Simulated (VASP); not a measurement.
# Sc (P6_3/mmc) in VASP: settings compared

Sc is run at these levels: r2SCAN, PBE; tasks: relaxation of cell and atoms, single point.

All numbers are computed with VASP 6.6.1; they aren't measurements. Logs are shortened: lines on timing, memory, paths and dates and some standing lists are left out, and cuts for length are marked.

### Step 1. The cell of the first run

It takes space group P6_3/mmc (No. 194, hexagonal). The conventional cell has a = 3.309 Å, b = 3.309 Å, c = 5.273 Å, α = 90.00°, β = 90.00°, γ = 120.00°. Sc (site symmetry -6m2) has 12 Sc at 3.26 to 3.31 Å within 4.3 Å.

### Step 2. Relaxation of cell and atoms, r2SCAN

The input, POSCAR:

```
Sc
1.0
    3.3090000000      0.0000000000      0.0000000000
   -1.6545000000      2.8656780611      0.0000000000
    0.0000000000      0.0000000000      5.2733000000
Sc
2
Direct
    0.6666666667      0.3333333333      0.7500000000
    0.3333333333      0.6666666667      0.2500000000
```

The input, INCAR.step1:

```
SYSTEM = Sc
  ALGO = Normal
  EDIFF = 1E-4
  ENCUT = 600
  GGA = PE
  ISMEAR = -1
  LASPH = .TRUE.
  LCHARG = .FALSE.
  LREAL = .FALSE.
  LWAVE = .TRUE.
  NELM = 80
  PREC = Accurate
  SIGMA = 0.05
```

The input, INCAR.step2:

```
SYSTEM = Sc
  ALGO = Normal
  EDIFF = 1E-7
  EDIFFG = -0.01
  ENCUT = 600
  IBRION = 2
  ISIF = 3
  ISMEAR = -1
  ISTART = 1
  LASPH = .TRUE.
  LCHARG = .FALSE.
  LMIXTAU = .TRUE.
  LREAL = .FALSE.
  LWAVE = .FALSE.
  METAGGA = R2SCAN
  NELM = 80
  NSW = 60
  PREC = Accurate
  SIGMA = 0.05
```

The input, KPOINTS:

```
k-points
0
G
  9 9 5
  0 0 0
```

Potentials or basis: VASP PAW PBE potentials, release 64 (Sc_sv).

Run with:

```bash
$ cat potpaw_PBE.64/Sc_sv/POTCAR > POTCAR
$ cp INCAR.step1 INCAR
$ mpirun -np 1 vasp_std > vasp.out
$ cp INCAR.step2 INCAR
$ mpirun -np 1 vasp_std > vasp.out
```

OUTCAR:

```text
SYSTEM = Sc
   EDIFF = 1E-7
   EDIFFG = -0.01
   ENCUT = 600
   IBRION = 2
   ISIF = 3
   ISMEAR = -1
   ISTART = 1
   LASPH = .TRUE.
   LREAL = .FALSE.
   METAGGA = R2SCAN
   NELM = 80
   NSW = 60
   PREC = Accurate

 ion  position               nearest neighbor table
   1  0.667  0.333  0.750-   2 3.26   2 3.26   2 3.26   2 3.26   2 3.26   2 3.26
   2  0.333  0.667  0.250-   1 3.26   1 3.26   1 3.26   1 3.26   1 3.26   1 3.26

  LATTYP: Found a hexagonal cell.
 ALAT       =     3.3090000000
 C/A-ratio  =     1.5936234512

  Lattice vectors:

 A1 = (   3.3090000000,   0.0000000000,   0.0000000000)
 A2 = (  -1.6545000000,   2.8656780611,   0.0000000000)
 A3 = (   0.0000000000,   0.0000000000,   5.2733000000)

Analysis of symmetry for initial positions (statically):
=====================================================================
 Subroutine PRICEL returns:
 Original cell was already a primitive cell.

 Routine SETGRP: Setting up the symmetry group for a
 hexagonal supercell.

 Subroutine GETGRP returns: Found 24 space group operations
 (whereof 12 operations were pure point group operations)
 out of a pool of 24 trial point group operations.

The static configuration has the point symmetry D_3d.
 The point group associated with its full space group is D_6h.

Analysis of symmetry for dynamics (positions and initial velocities):
=====================================================================
 Subroutine PRICEL returns:
 Original cell was already a primitive cell.

 Routine SETGRP: Setting up the symmetry group for a
 hexagonal supercell.

 Subroutine GETGRP returns: Found 24 space group operations
 (whereof 12 operations were pure point group operations)
 out of a pool of 24 trial point group operations.

The dynamic configuration has the point symmetry D_3d.
 The point group associated with its full space group is D_6h.

 Subroutine INISYM returns: Found 24 space group operations
 (whereof 12 operations are pure point group operations),
 and found     1 'primitive' translations

----------------------------------------------------------------------------------------

                                     Primitive cell

  volume of cell :      50.0042

  direct lattice vectors                    reciprocal lattice vectors
     3.309000000  0.000000000  0.000000000     0.302206105  0.174478776  0.000000000
    -1.654500000  2.865678061  0.000000000     0.000000000  0.348957552  0.000000000
     0.000000000  0.000000000  5.273300000     0.000000000  0.000000000  0.189634574

  length of vectors
     3.309000000  3.309000000  5.273300000     0.348957552  0.348957552  0.189634574

  position of ions in fractional coordinates (direct lattice)
     0.666666667  0.333333333  0.750000000
     0.333333333  0.666666667  0.250000000

  ion indices of the primitive-cell ions
   primitive index   ion index
                 1           1
                 2           2

----------------------------------------------------------------------------------------

 KPOINTS: k-points

Automatic generation of k-mesh.
 Grid dimensions read from file:
 generate k-points for:    9    9    5

 Generating k-lattice:

  Cartesian coordinates                     Fractional coordinates (reciprocal lattice)
     0.033578456  0.019386531  0.000000000     0.111111111 -0.000000000  0.000000000
     0.000000000  0.038773061  0.000000000     0.000000000  0.111111111  0.000000000
     0.000000000  0.000000000  0.037926915     0.000000000  0.000000000  0.200000000

  Length of vectors
     0.038773061  0.038773061  0.037926915

  Shift w.r.t. Gamma in fractional coordinates (k-lattice)
     0.000000000  0.000000000  0.000000000

 Subroutine IBZKPT returns following result:
 ===========================================

 Found     36 irreducible k-points:

 Following reciprocal coordinates:
            Coordinates               Weight
  0.000000  0.000000  0.000000      1.000000
  0.111111 -0.000000  0.000000      6.000000
  0.222222  0.000000  0.000000      6.000000
  0.333333  0.000000  0.000000      6.000000
  0.444444  0.000000  0.000000      6.000000
  0.111111  0.111111  0.000000      6.000000
[... 16 lines left out ...]
  0.333333  0.222222  0.200000     24.000000
  0.333333  0.333333  0.200000      4.000000
 [... further k-points ...]
   k-points           NKPTS =     36   k-points in BZ     NKDIM =     36   number of bands    NBANDS=     15
   number of dos      NEDOS =    301   number of ions     NIONS =      2
   total plane-waves  NPLWV =  32928
   dimension x,y,z NGX =    28 NGY =   28 NGZ =   42
   dimension x,y,z NGXF=    56 NGYF=   56 NGZF=   84
   ions per type =               2
   NGX,Y,Z   is equivalent  to a cutoff of  14.07, 14.07, 13.24 a.u.
   NGXF,Y,Z  is equivalent  to a cutoff of  28.13, 28.13, 26.48 a.u.
 SYSTEM =  Sc
   PREC   = accura    normal or accurate (medium, high low for compatibility)
   ISTART =      1    job   : 0-new  1-cont  2-samecut
   ICHARG =      0    charge: 1-file 2-atom 10-const
   ISPIN  =      1    spin polarized calculation?
   LNONCOLLINEAR =      F non collinear calculations
   LSORBIT =      F    spin-orbit coupling
   LASPH  =      T    aspherical Exc in radial PAW
   ENCUT  =  600.0 eV  44.10 Ry    6.64 a.u.   6.61  6.61 10.53*2*pi/ulx,y,z
   NELM   =     80;   NELMIN=  2; NELMDL=  0     # of ELM steps
   EDIFF  = 0.1E-06   stopping-criterion for ELM
   LREAL  =      F    real-space projection
   EDIFFG = -.1E-01   stopping-criterion for IOM
   NSW    =     60    number of steps for IOM
   IBRION =      2    ionic relax: 0-MD 1-quasi-New 2-CG
   NFREE  =      1    steps in history (QN), initial steepest desc. (CG)
   ISIF   =      3    stress and relaxation
   ISYM   =      2    0-nonsym 1-usesym 2-fastsym
   POTIM  = 0.5000    time-step for ionic-motion
   TEBEG  =    0.0;   TEEND  =   0.0 temperature during run
   PSTRESS=    0.0 pullay stress
   NELECT =      22.0000    total number of electrons
   NUPDOWN=      -1.0000    fix difference up-down
   EMIN   =  10.00;   EMAX   =-10.00  energy-range for DOS
   EFERMI =   0.00;   METHOD = LEGACY
   ISMEAR =    -1;   SIGMA  =   0.05  broadening in eV -4-tet -1-fermi 0-gaus
   EFERMI_NEDOS =   21; number of points for ismear=-14 and -15
   IALGO  =     38    algorithm
   IMIX   =      4    mixing-type and parameters
     AMIX     =   0.40;   BMIX     =  1.00
     AMIX_MAG =   1.60;   BMIX_MAG =  1.00
  volume/ion in A,a.u.               =      25.00       168.72
  Fermi-wavevector in a.u.,A,eV,Ry     =   1.245127  2.352948 21.093660  1.550340
  Thomas-Fermi vector in A             =   2.379363
   LORBIT       =      0    0 simple, 1 ext, 2 COOP (PROOUT), +10 PAW based schemes
   METAGGA = R2SCAN    functional components
   LHFCALC =     F    Hartree Fock is set to
   AEXX    =    0.0000 exact exchange contribution
   IVDW    =     0    specifies the selected vdW correction
   LEPSILON=     F    determine dielectric tensor
   LRPA    =     F    only Hartree local field effects (RPA)
 conjugate gradient relaxation of ions
 non-spin polarized calculation
  energy-cutoff  :      600.00
  volume of cell :       50.00
 maximum number of plane-waves:      1713
 NGX is ok and might be reduce to    28
   NGX = 13   NGY = 13   NGZ = 21

--------------------------------------- Ionic step        1  -------------------------------------------

 number of electron      22.0000001 magnetization

 Free energy of the ion-electron system (eV)
  ---------------------------------------------------
  ext. energy  EPLUGINS =         0.00000000
  ---------------------------------------------------
  free energy    TOTEN  =       -22.72595778 eV

  energy without entropy =      -22.69241788  energy(sigma->0) =      -22.70918783

------------------------ aborting loop because EDIFF is reached ----------------------------------------

  FORCE on cell =-STRESS in cart. coord.  units (eV):
  Direction    XX          YY          ZZ          XY          YZ          ZX
  --------------------------------------------------------------------------------------
  -------------------------------------------------------------------------------------
  Total        0.2099488      0.2099488     -0.2888202      0.0000000      0.0000000      0.0000000
  in kB        6.7269367      6.7269367     -9.2540437      0.0000000      0.0000000      0.0000000
  external PRESSURE =       1.3999432 kB  Pullay stress =       0.0000000 kB
[... 165 lines left out ...]
  energy  without entropy=      -22.6960991250  energy(sigma->0) =      -22.71263062

--------------------------------------- Ionic step        6  -------------------------------------------

 number of electron      21.9999999 magnetization

 Free energy of the ion-electron system (eV)
  ---------------------------------------------------
  ext. energy  EPLUGINS =         0.00000000
  ---------------------------------------------------
  free energy    TOTEN  =       -22.72916858 eV

  energy without entropy =      -22.69609292  energy(sigma->0) =      -22.71263075

 E-fermi :   3.6242     XC(G=0): -10.5369

 val. band max:        3.6055300216   @ k =   0.4444   0.1111   0.4000
 cond. band min:       3.6342275441   @ k =   0.4444   0.1111   0.4000
 fundamental gap:      0.0286975225
 Fermi energy:         3.6241527128

 k-point     1 :       0.0000    0.0000    0.0000
  band No.  band energies     occupation
      1     -47.9389      2.00000
      2     -47.8704      2.00000
      3     -25.7926      2.00000
      4     -25.4484      2.00000
      5     -25.4484      2.00000
      6     -25.3848      2.00000
      7     -25.3848      2.00000
      8     -25.3657      2.00000
      9      -1.8451      2.00000
     10       1.9459      2.00000
     11       4.0314      0.00058
     12       5.4129      0.00000
     13       5.4129      0.00000
     14       5.6666      0.00000
     15       5.8820      0.00000
[... 397 lines left out ...]
 k-point    24 :       0.3333    0.3333    0.2000
  band No.  band energies     occupation
      1     -47.8687      2.00000
      2     -47.8687      2.00000
      3     -25.6506      2.00000
      4     -25.6495      2.00000
      5     -25.6495      2.00000
      6     -25.5371      2.00000
      7     -25.4862      2.00000
      8     -25.4862      2.00000
      9       2.9840      1.99999
     10       3.0107      1.99999
     11       3.0107      1.99999
     12       3.2226      1.99935
     13       4.5355      0.00000
     14       4.5355      0.00000
     15       5.9182      0.00000

 [... further k-points ...]

------------------------ aborting loop because EDIFF is reached ----------------------------------------

  FORCE on cell =-STRESS in cart. coord.  units (eV):
  Direction    XX          YY          ZZ          XY          YZ          ZX
  --------------------------------------------------------------------------------------
  -------------------------------------------------------------------------------------
  Total        0.0008175      0.0008175      0.0039667     -0.0000000      0.0000000      0.0000000
  in kB        0.0261514      0.0261514      0.1268898     -0.0000000      0.0000000      0.0000000
  external PRESSURE =       0.0597309 kB  Pullay stress =       0.0000000 kB
[... 17 lines left out ...]
  FREE ENERGIE OF THE ION-ELECTRON SYSTEM (eV)
  ---------------------------------------------------
  free  energy   TOTEN  =       -22.7291685790 eV

  energy  without entropy=      -22.6960929161  energy(sigma->0) =      -22.71263075

 reached required accuracy - stopping structural energy minimisation
```

Wall time 10 min (1 thread of AMD EPYC 7R43 (Zen 3), shared host); peak memory 0.18 GiB.

What came out:

```
Free energy                           : -22.7292 eV
Relaxed volume                        : 25.04 Å³/atom
Relaxed cell                          : a = 3.332 Å, b = 3.332 Å, c = 5.208 Å, α = 90.00°, β = 90.00°, γ = 120.00°
Space group after relaxing (to 0.1 Å) : P6_3/mmc (No. 194)
Energy gained by relaxing             : 1.6 meV/atom
Ionic steps                           : 6
Pressure after relaxing               : 0.0 GPa
Band gap on the k mesh                : zero (bands 11 and 12 overlap by 1.28 eV)
```

Step by step:
```csv
step,energy change (eV),largest force (eV/Å),pressure (GPa),volume (Å³)
1,0.0000,0.0000,0.14,50.00
2,-0.0028,0.0000,-0.06,50.16
3,-0.0031,0.0000,-0.16,50.24
4,-0.0031,0.0000,-0.17,50.24
5,-0.0032,0.0000,0.05,50.04
6,-0.0032,0.0000,0.01,50.09
```

Final structure:
```cif
data_structure
_symmetry_space_group_name_H-M 'P 1'
_symmetry_Int_Tables_number 1
_cell_length_a 3.3323
_cell_length_b 3.3323
_cell_length_c 5.2081
_cell_angle_alpha 90.000
_cell_angle_beta 90.000
_cell_angle_gamma 120.000
_cell_volume 50.09
loop_
_atom_site_label
_atom_site_type_symbol
_atom_site_fract_x
_atom_site_fract_y
_atom_site_fract_z
_atom_site_occupancy
Sc1 Sc 0.66667 0.33333 0.75000 1
Sc2 Sc 0.33333 0.66667 0.25000 1
```

Caveat: the PAW data sets were made with another functional, which shifts forces and pressure a little.

### Step 3. Single point, PBE

This run uses another cell than the first one, of 24.50 Å³/atom.

The input, INCAR:

```
SYSTEM = Sc
ALGO = Normal ; EDIFF = 1E-6
ENCUT = 520 ; GGA = PE
ISIF = 2 ; ISMEAR = -1
LASPH = .True. ; LCHARG = .False.
LREAL = .False. ; LWAVE = .False.
NBANDS = 18 ; NELM = 80
PREC = Accurate ; SIGMA = 0.05
```

The input, KPOINTS:

```
k-points
0
Gamma
  9 9 5
  0 0 0
```

The input, POSCAR:

```
Sc
1.0
    3.2867912771      0.0000000000      0.0000000000
   -1.6433956386      2.8464447429      0.0000000000
    0.0000000000      0.0000000000      5.2379076584
Sc
2
Direct
    0.6666666667      0.3333333333      0.7500000000
    0.3333333333      0.6666666667      0.2500000000
```

Potentials or basis: VASP PAW PBE potentials, release 64 (Sc_sv).

Run with:

```bash
$ cat potpaw_PBE.64/Sc_sv/POTCAR > POTCAR
$ mpirun -np 1 vasp_std > vasp.out
```

Wall time 39 s (1 thread of Intel Xeon 8259CL, shared host); peak memory 0.17 GiB.

The run converged. Its results:

```yaml
Free_energy: -12.5105 eV
Pressure: 0.4 GPa
Band_gap_on_the_k_mesh: zero (bands 11 and 12 overlap by 1.15 eV)
```

Stress tensor (GPa, compression positive):
```
 0.97  0.00  0.00
 0.00  0.97  0.00
 0.00  0.00 -0.63
```

Levels at points of the mesh, in eV from the Fermi level:
| k point | band 9 | band 10 | band 11 | band 12 | band 13 | band 14 |
| --- | --- | --- | --- | --- | --- | --- |
| (0.00, 0.00, 0.00) | -5.14 | -1.68 | 0.46 | 1.62 | 1.62 | 1.73 |

### Step 4. Single point, PBE

This run uses another cell than the first one, of 25.50 Å³/atom.

The input, INCAR:

```
PREC = Accurate
ENCUT = 520
EDIFF = 1E-6
ISMEAR = -1
SIGMA = 0.05
LREAL = False
LASPH = True
NELM = 60
ALGO = Normal
ISIF = 2
LWAVE = False
LCHARG = False
GGA = PE
NBANDS = 18
```

The input, KPOINTS:

```
Automatic mesh
0
Gamma
  9 9 5
```

The input, POSCAR:

```
Sc
1.0
    3.3309145459      0.0000000000      0.0000000000
   -1.6654572730      2.8846566146      0.0000000000
    0.0000000000      0.0000000000      5.3082235343
Sc
2
Direct
    0.6666666667      0.3333333333      0.7500000000
    0.3333333333      0.6666666667      0.2500000000
```

Run with:

```bash
$ cat potpaw_PBE.64/Sc_sv/POTCAR > POTCAR
$ mpirun -np 1 vasp_std > vasp.out
```

Wall time 56 s (1 thread of Intel Xeon 8259CL, shared host); peak memory 0.19 GiB.

The run converged. Its results:

```yaml
Free_energy: -12.5034 eV
Pressure: -1.7 GPa
Band_gap_on_the_k_mesh: zero (bands 11 and 12 overlap by 1.07 eV)
```

Stress tensor (GPa, compression positive):
```
-1.18  0.00  0.00
 0.00 -1.18  0.00
 0.00  0.00 -2.61
```

Levels at points of the mesh, in eV from the Fermi level:
| k point | band 7 | band 8 | band 9 | band 10 | band 11 | band 12 | band 13 | band 14 | band 15 | band 16 |
| --- | --- | --- | --- | --- | --- | --- | --- | --- | --- | --- |
| (0.00, 0.00, 0.00) | -27.95 | -27.93 | -5.07 | -1.63 | 0.38 | 1.57 | 1.57 | 1.67 | 1.96 | 1.96 |

### Step 5. Overview

```tsv
task	level	cell	cutoff (eV)	gap on the mesh (eV)	pressure (GPa)
relaxation of cell and atoms	r2SCAN	relaxed from a = 3.309, b = 3.309, c = 5.273 Å, angles 90.0, 90.0, 120.0°, 2 atoms	600	none	0.0
single point	PBE	a = 3.287, b = 3.287, c = 5.238 Å, angles 90.0, 90.0, 120.0°, 2 atoms	520	none	0.4
single point	PBE	a = 3.331, b = 3.331, c = 5.308 Å, angles 90.0, 90.0, 120.0°, 2 atoms	520	none	-1.7
```

Alike in all rows: potentials or basis VASP PAW PBE potentials, release 64 (Sc_sv); no spin polarisation; k mesh 9 × 9 × 5; smearing fermi-dirac 0.05 eV.

Caveats: the PAW data sets were made with another functional, which shifts forces and pressure a little (at least some runs).

Total energies depend on the potentials used, so only differences within one code and one set of settings carry meaning.
